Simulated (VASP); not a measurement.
# Sb2PdN4 in VASP: single point with PBEsol

Aim: the single point of Sb2PdN4 with PBEsol.

Program: VASP 6.6.1. These are calculated values, not measurements. Logs are shortened: lines on timing, memory, paths and dates and some standing lists are left out, and cuts for length are marked.

### Step 1. The cell of the first run

The typed cell holds 7 atoms: a = 5.444 Å, b = 5.445 Å, c = 5.449 Å, α = 122.19°, β = 122.69°, γ = 85.76°.

### Step 2. Single point, PBEsol

The input, INCAR:

```
SYSTEM = Sb2PdN4
  PREC = Accurate
  ENCUT = 520
  EDIFF = 1E-6
  ISMEAR = -1
  SIGMA = 0.05
  LREAL = .False.
  LASPH = .True.
  NELM = 60
  ALGO = Normal
  ISIF = 2
  LWAVE = .False.
  LCHARG = .True.
  GGA = PS
  LELF = .True.
  LVHAR = .True.
  NBANDS = 29
```

The input, KPOINTS:

```
Automatic mesh
0
Gamma
  6 6 6
  0 0 0
```

The input, POSCAR:

```
Sb2PdN4
1.0
   -2.6298196191      2.6089404833      3.9890474194
    2.6303969312     -2.6093688365      3.9897345801
    2.6350832111      2.6147309142     -3.9895007164
Sb Pd N
2 1 4
Direct
    0.4754886170      0.4990073063     -0.0145005185
    0.2281956779      0.7517298973      0.4855451358
   -0.0175927902      0.0059515144     -0.0144190296
    0.1469245112      0.1208335394      0.4930842225
    0.5898080604      0.6629177331      0.4779733550
    0.3195506703      0.8304669117      0.9355045589
    0.8570253415      0.3930831219      0.0355081112
```

Potentials or basis: VASP PAW PBE potentials, release 64 (Sb, Pd, N).

Launch:

```console
cat potpaw_PBE.64/Sb/POTCAR potpaw_PBE.64/Pd/POTCAR potpaw_PBE.64/N/POTCAR > POTCAR
mpirun -np 1 vasp_std > vasp.out
```

OUTCAR:

```text
SYSTEM = Sb2PdN4
   PREC = Accurate
   ENCUT = 520
   EDIFF = 1E-6
   ISMEAR = -1
   LREAL = .False.
   LASPH = .True.
   NELM = 60
   ISIF = 2
   GGA = PS

 ion  position               nearest neighbor table
   1  0.475  0.499  0.985-   6 2.02   7 2.02   4 2.03   5 2.03   2 3.29   2 3.29   2 3.30   2 3.30

   2  0.228  0.752  0.486-   5 2.01   4 2.01   6 2.01   7 2.01   3 3.28   3 3.28   1 3.29   1 3.29
                             1 3.30   1 3.30   3 3.31   3 3.31
   3  0.982  0.006  0.986-   7 2.09   6 2.09   4 2.10   5 2.10   2 3.28   2 3.28   2 3.31   2 3.31

   4  0.147  0.121  0.493-   2 2.01   1 2.03   3 2.10
   5  0.590  0.663  0.478-   2 2.01   1 2.03   3 2.10
   6  0.320  0.830  0.936-   2 2.01   1 2.02   3 2.09
   7  0.857  0.393  0.036-   2 2.01   1 2.02   3 2.09

  LATTYP: Found a triclinic cell.
 ALAT       =     5.4494584363
 B/A-ratio  =     0.9662396620
 C/A-ratio  =     0.9585675586
 COS(alpha) =     0.0020259817
 COS(beta)  =     0.4803653475
 COS(gamma) =     0.4840054070

  Lattice vectors:

 A1 = (  -2.6350832111,  -2.6147309142,   3.9895007164)
 A2 = (  -5.2654801423,  -0.0053620777,  -0.0002338637)
 A3 = (  -0.0052635920,  -5.2236713975,   0.0004532970)

Analysis of symmetry for initial positions (statically):
=====================================================================
 Subroutine PRICEL returns:
 Original cell was already a primitive cell.

 Routine SETGRP: Setting up the symmetry group for a
 triclinic supercell.

 Subroutine GETGRP returns: Found  1 space group operations
 (whereof  1 operations were pure point group operations)
 out of a pool of  2 trial point group operations.

The static configuration has the point symmetry C_1 .

Analysis of symmetry for dynamics (positions and initial velocities):
=====================================================================
 Subroutine PRICEL returns:
 Original cell was already a primitive cell.

 Routine SETGRP: Setting up the symmetry group for a
 triclinic supercell.

 Subroutine GETGRP returns: Found  1 space group operations
 (whereof  1 operations were pure point group operations)
 out of a pool of  2 trial point group operations.

The dynamic configuration has the point symmetry C_1 .

 Subroutine INISYM returns: Found  1 space group operations
 (whereof  1 operations are pure point group operations),
 and found     1 'primitive' translations

[... 103 lines left out ...]
   NELM   =     60;   NELMIN=  2; NELMDL= -5     # of ELM steps
   EDIFF  = 0.1E-05   stopping-criterion for ELM
   LREAL  =      F    real-space projection
   EDIFFG = 0.1E-04   stopping-criterion for IOM
   NSW    =      0    number of steps for IOM
   IBRION =     -1    ionic relax: 0-MD 1-quasi-New 2-CG
   NFREE  =      0    steps in history (QN), initial steepest desc. (CG)
   ISIF   =      2    stress and relaxation
   ISYM   =      2    0-nonsym 1-usesym 2-fastsym
   POTIM  = 0.5000    time-step for ionic-motion
   TEBEG  =    0.0;   TEEND  =   0.0 temperature during run
   PSTRESS=    0.0 pullay stress
   NELECT =      40.0000    total number of electrons
   NUPDOWN=      -1.0000    fix difference up-down
   EMIN   =  10.00;   EMAX   =-10.00  energy-range for DOS
   EFERMI =   0.00;   METHOD = LEGACY
   ISMEAR =    -1;   SIGMA  =   0.05  broadening in eV -4-tet -1-fermi 0-gaus
   EFERMI_NEDOS =   21; number of points for ismear=-14 and -15
   IALGO  =     38    algorithm
   IMIX   =      4    mixing-type and parameters
     AMIX     =   0.40;   BMIX     =  1.00
     AMIX_MAG =   1.60;   BMIX_MAG =  1.00
  volume/ion in A,a.u.               =      15.68       105.78
  Fermi-wavevector in a.u.,A,eV,Ry     =   1.169468  2.209973 18.608066  1.367654
  Thomas-Fermi vector in A             =   2.305940
   LORBIT       =      0    0 simple, 1 ext, 2 COOP (PROOUT), +10 PAW based schemes
   GGA     = PS    functional components
   LHFCALC =     F    Hartree Fock is set to
   AEXX    =    0.0000 exact exchange contribution
   IVDW    =     0    specifies the selected vdW correction
   LEPSILON=     F    determine dielectric tensor
   LRPA    =     F    only Hartree local field effects (RPA)
 non-spin polarized calculation
  energy-cutoff  :      520.00
  volume of cell :      109.73
 maximum number of plane-waves:      2974
   NGX = 21   NGY = 21   NGZ = 21

 number of electron      40.0000000 magnetization

 Free energy of the ion-electron system (eV)
  ---------------------------------------------------
  ext. energy  EPLUGINS =         0.00000000
  ---------------------------------------------------
  free energy    TOTEN  =       -43.31261335 eV

  energy without entropy =      -43.30498924  energy(sigma->0) =      -43.30880130

 E-fermi :   5.7598     XC(G=0): -10.3770

 val. band max:        5.7294827634   @ k =  -0.1667  -0.1667   0.1667
 cond. band min:       5.7968685537   @ k =   0.0000   0.0000   0.0000
 fundamental gap:      0.0673857903
 Fermi energy:         5.7598012942

 k-point     1 :       0.0000    0.0000    0.0000
  band No.  band energies     occupation
      1     -11.4069      2.00000
      2      -8.5324      2.00000
      3      -8.5232      2.00000
      4      -8.1660      2.00000
      5      -4.3242      2.00000
      6      -0.7179      2.00000
[... 757 lines left out ...]
     28      12.5801      0.00000
     29      12.9054      0.00000

 [... further k-points ...]
[... 5 lines left out ...]
  --------------------------------------------------------------------------------------
  -------------------------------------------------------------------------------------
  Total        0.6082262      0.6159979      0.3692952     -0.0063010      0.0021627      0.0000668
  in kB        8.8808742      8.9943504      5.3921784     -0.0920026      0.0315776      0.0009748
  external PRESSURE =       7.7558010 kB  Pullay stress =       0.0000000 kB

 VOLUME and BASIS-vectors are now :
 -----------------------------------------------------------------------------
  energy-cutoff  :      520.00
  volume of cell :      109.73
      direct lattice vectors                 reciprocal lattice vectors
    -2.629819619  2.608940483  3.989047419    -0.000200527  0.191447317  0.125342706
     2.630396931 -2.609368836  3.989734580     0.189910822 -0.000180487  0.125318662
     2.635083211  2.614730914 -3.989500716     0.189721450  0.191245066 -0.000003460

 POSITION                                       TOTAL-FORCE (eV/Angst)
 -----------------------------------------------------------------------------------
      2.65901      2.51524     -0.04400         0.000016      0.000475     -0.007428
      2.65669     -0.09662      1.97240        -0.000297      0.000838     -0.001241
      0.02919      5.12454      0.01064        -0.001566     -0.000050     -0.001522
      1.23077      1.35730     -0.89898        -0.004959     -0.141290      0.028043
      1.45215      1.05875      3.09076         0.005649      0.140832      0.028124
      3.80923      1.11279      0.85585         0.140577     -0.006602     -0.022634
     -1.12629      1.30307      4.84535        -0.139420      0.005797     -0.023343
 -----------------------------------------------------------------------------------
    total drift:                                0.000080     -0.000040     -0.000744

  FREE ENERGIE OF THE ION-ELECTRON SYSTEM (eV)
  ---------------------------------------------------
  free  energy   TOTEN  =       -43.3126133529 eV

  energy  without entropy=      -43.3049892431  energy(sigma->0) =      -43.30880130
```

OSZICAR:

```text
N       E                     dE             d eps       ncg     rms          rms(c)
DAV:   1     0.258641130670E+03    0.25864E+03   -0.17666E+04  6496   0.122E+03
DAV:   2    -0.257560722817E+02   -0.28440E+03   -0.27518E+03  7993   0.270E+02
DAV:   3    -0.502885638606E+02   -0.24532E+02   -0.24098E+02  8229   0.864E+01
DAV:   4    -0.507677411226E+02   -0.47918E+00   -0.47745E+00  7731   0.133E+01
DAV:   5    -0.507773903599E+02   -0.96492E-02   -0.96464E-02  8000   0.180E+00    0.221E+01
DAV:   6    -0.448243887118E+02    0.59530E+01   -0.41097E+01  7739   0.432E+01    0.164E+01
DAV:   7    -0.434289986487E+02    0.13954E+01   -0.98952E+00  7528   0.342E+01    0.668E+00
DAV:   8    -0.433554756661E+02    0.73523E-01   -0.14687E+00  7450   0.812E+00    0.339E+00
DAV:   9    -0.433146793874E+02    0.40796E-01   -0.65193E-02  8464   0.161E+00    0.109E+00
DAV:  10    -0.433125830385E+02    0.20963E-02   -0.74997E-03  7687   0.594E-01    0.339E-01
DAV:  11    -0.433126018320E+02   -0.18793E-04   -0.15705E-03  7409   0.319E-01    0.882E-02
DAV:  12    -0.433126136491E+02   -0.11817E-04   -0.13814E-04  8133   0.105E-01    0.354E-02
DAV:  13    -0.433126136922E+02   -0.43038E-07   -0.22128E-05  7948   0.290E-02    0.189E-02
DAV:  14    -0.433126133529E+02    0.33923E-06   -0.57741E-06  8199   0.178E-02
   1 F= -.43312613E+02 E0= -.43308801E+02  d E =-.762411E-02
```

stdout:

```text
POSCAR found type information on POSCAR SbPdN
 POSCAR found :  3 types and       7 ions
 scaLAPACK will be used
 -----------------------------------------------------------------------------
|                                                                             |
|                                                                             |
|     You enforced a specific xc type in the INCAR file but a different       |
|     I HOPE YOU KNOW WHAT YOU ARE DOING!                                     |
|                                                                             |
 -----------------------------------------------------------------------------

 LDA part: xc-table for (Slater+PW92), standard interpolation
 POSCAR, INCAR and KPOINTS ok, starting setup
 FFT: planning ... GRIDC
 FFT: planning ... GRID_SOFT
 FFT: planning ... GRID
 WAVECAR not read
 entering main loop
```

Wall time 7.5 min (1 thread of Intel Xeon Platinum 8259CL at 2.50GHz (Skylake/Cascade Lake), shared host); peak memory 0.48 GiB.

Results:

| Quantity | Value |
| --- | --- |
| Free energy | -43.3126 eV |
| Pressure | 0.8 GPa |
| Largest force | 0.144 eV/Å |
| Band gap on the k mesh | zero (bands 20 and 21 overlap by 0.30 eV) |

Forces in eV/Å, atoms in the order of the input:
```
Sb   0.000  0.000 -0.007
Sb   0.000  0.001 -0.001
Pd  -0.002  0.000 -0.002
N   -0.005 -0.141  0.028
N    0.006  0.141  0.028
N    0.141 -0.007 -0.023
N   -0.139  0.006 -0.023
```

Caveat: the PAW data sets were made with another functional, which shifts forces and pressure a little; spin-orbit coupling is left out, which moves the levels of the heavy elements.
